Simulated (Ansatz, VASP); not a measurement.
# ZrB2 in VASP and in Ansatz

File INCAR:

```
PREC = Accurate
ENCUT = 520
EDIFF = 1E-6
ISMEAR = 0
SIGMA = 0.016
LREAL = False
LASPH = True
NELM = 60
ALGO = Normal
ISIF = 2
LWAVE = False
LCHARG = False
GGA = PE
NBANDS = 16
```

KPOINTS

```
regular mesh
0
Gamma
  10 10 8
```

Contents of POSCAR:

```
ZrB2
1.0
    3.1700000000      0.0000000000      0.0000000000
   -1.5850000000      2.7453005300      0.0000000000
    0.0000000000      0.0000000000      3.5330000000
Zr B
1 2
Direct
    0.0000000000      0.0000000000      0.0000000000
    0.6666666667      0.3333333333      0.5000000000
    0.3333333333      0.6666666667      0.5000000000
```

Contents of input.yaml:

```yaml
crystal:
  lattice:
    - [3.17, 0.0, 0.0]
    - [-1.585, 2.74530053, 0.0]
    - [0.0, 0.0, 3.533]
  atoms:
    - { symbol: Zr, position: [0.0, 0.0, 0.0] }
    - { symbol: B, position: [0.6666666667, 0.3333333333, 0.5] }
    - { symbol: B, position: [0.3333333333, 0.6666666667, 0.5] }
hamiltonian:
  xc: pbe
  pseudopotentials: { kind: paw }
kpoints:
  mp_grid: { grid: [10, 10, 8] }
scf:
  occupations: { method: gaussian, width: 0.016 }
output:
  forces: true
  stress: true
  eigenvalues: true
  write_density: true
  write_potential: true
  elf: true
  volumetric_format: npy
```

Alike in both runs: task single point; functional PBE; k mesh 10 × 10 × 8; occupations gaussian, width 0.016 eV; no spin polarisation.

|  | VASP | Ansatz |
| --- | --- | --- |
| version | VASP 6.6.1 | Ansatz 0.2.0 |
| potentials or method | VASP PAW PBE potentials, release 64 (Zr_sv, B) | Ansatz PAW |
| plane-wave cutoff (eV) | 520 | 420 |
| valence electrons in the cell | 18 | 18 |

VASP gave:

* gap on the k mesh at the Fermi level (eV): none
* pressure (GPa): 0.9
* traceless stress, the component that is largest in VASP (GPa): 0.84

Estimate Ansatz's values.

gap on the k mesh at the Fermi level (eV): none; pressure (GPa): 0.8; traceless stress, the component that is largest in VASP (GPa): 0.80.

A gap of «none» marks a metal or a gap that the smearing closes.
